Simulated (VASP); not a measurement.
TiAl: single point with LDA

Crystal: TiAl.

```
CELL_PARAMETERS angstrom
2.81201 0.00000 0.00000
-1.40600 2.43527 0.00000
0.00000 0.00000 4.59005
ATOMIC_POSITIONS crystal
Ti 0.00000 0.00000 0.00000
Al 0.33333 0.66667 0.50000
```

```
Program                : VASP 6.6.1
Task                   : single point
Functional             : LDA
Potentials or basis    : VASP PAW LDA potentials, release 64 (Ti_sv, Al)
Cutoff                 : 520 eV
k mesh                 : 21 × 21 × 12
Occupations            : gaussian, width 0.15 eV
Spin                   : collinear spin, ferromagnetic start
Starting moments       : [0.875, 0.0] μB
Fixed moment           : 0.875 μB
Dipole correction      : no
Further INCAR settings : ALGO = Normal; EDIFF = 1e-07; NBANDS = 18
```

```yaml
Pressure: 0.8 GPa
Net_moment: 0.88 μB per cell
Site_moments: Ti +0.53; Al +0.03 μB
Valence_electrons_inside_the_program's_atomic_spheres: Ti 10.36; Al 0.84
```

Stress tensor (GPa, compression positive):
```
 1.90  0.00  0.00
 0.00  1.90  0.00
 0.00  0.00 -1.37
```

It took 9.6 min on 1 thread of Oxide Virtual Turin-like Processor, with other jobs on the host, peak memory 0.34 GiB.

Caveat: the total moment is fixed, so each spin has its own Fermi level.
